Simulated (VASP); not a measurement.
Here is a VASP 6.6.1 calculation.

The input INCAR:

```
PREC = Accurate
ENCUT = 520
EDIFF = 1E-6
ISMEAR = 0
SIGMA = 0.02
LREAL = False
LASPH = True
NELM = 100
ALGO = Normal
ISIF = 2
LWAVE = False
LCHARG = False
GGA = PS
NBANDS = 11
```

File KPOINTS:

```
regular mesh
0
Gamma
  12 12 12
```

The input POSCAR:

```
C
1.0
    0.0000000000      1.7769267971      1.7769267971
    1.7769267971      0.0000000000      1.7769267971
    1.7769267971      1.7769267971      0.0000000000
C
2
Direct
    0.0000000000      0.0000000000      0.0000000000
    0.2500000000      0.2500000000      0.2500000000
```

Potentials or basis: VASP PAW PBE potentials, release 64 (C).

The run is started by

```console
$ cat potpaw_PBE.64/C/POTCAR > POTCAR
$ mpirun -np 1 vasp_std > vasp.out
```

**Question.** What does it give for the band gap on the k mesh?

**Answer.** 4.06 eV, indirect (least direct gap 5.57 eV).

**Question.** Predict the pressure.

**Answer.** 1.1 GPa.

Caveat: the PAW data sets were made with another functional, which shifts forces and pressure a little. A hybrid or GW would open this gap; PBEsol tends to underestimate it.
